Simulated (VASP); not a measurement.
Runs of VASP 6.6.1 on Ta2SiO3. The structure is that of space group P-62m (No. 189), or close to it. The cells are those of the table. 

| task | potentials or basis | cell | k mesh | cutoff (eV) | second run | gap on the mesh (eV) | pressure (GPa) | largest force (eV/Å) |
| --- | --- | --- | --- | --- | --- | --- | --- | --- |
| single point | VASP PAW PBE potentials, release 64 (Ta_sv_GW, Si, O) | a = 5.030, b = 5.030, c = 3.218 Å, angles 90.0, 90.0, 120.0°, 6 atoms | 6 × 6 × 6 | 600 | valence_matched | 0.68 | -0.1 | 0.02 |
| single point | VASP PAW PBE potentials, release 64 (Ta_pv, Si, O) | a = 5.030, b = 5.030, c = 3.218 Å, angles 90.0, 90.0, 120.0°, 6 atoms | 6 × 6 × 6 | 520 | - | 0.68 | 0.4 | - |
| single point | VASP PAW PBE potentials, release 64 (Ta_pv, Si, O) | a = 5.188, b = 5.188, c = 3.757 Å, angles 90.0, 90.0, 120.0°, 6 atoms | 6 × 6 × 4 | 520 | - | 0.26 | (a) | 0.31 |
| single point | VASP PAW PBE potentials, release 64 (Ta_pv, Si, O) | a = 5.030, b = 5.030, c = 3.218 Å, angles 90.0, 90.0, 120.0°, 6 atoms | 6 × 6 × 4 | 520 | - | 0.68 | 0.4 | 0.02 |
| relaxation of cell and atoms | VASP PAW PBE potentials, release 64 (Ta_pv, Si, O) | relaxed from a = 5.030, b = 5.030, c = 3.218 Å, angles 90.0, 90.0, 120.0°, 6 atoms | 6 × 6 × 6 | 600 | - | 0.68 | -0.4 | - |

Alike in all rows: level PBE; no spin polarisation; smearing gaussian 0.1 eV.

Task: Estimate the missing entries.

Result: (a) -28.3.

Caveats: some runs use coarse meshes; spin-orbit coupling is left out, which moves the levels of the heavy elements.

A k mesh can miss the band edges, and the runs leave out spin-orbit coupling on Ta.

The runs don't all hold the same shells in valence.
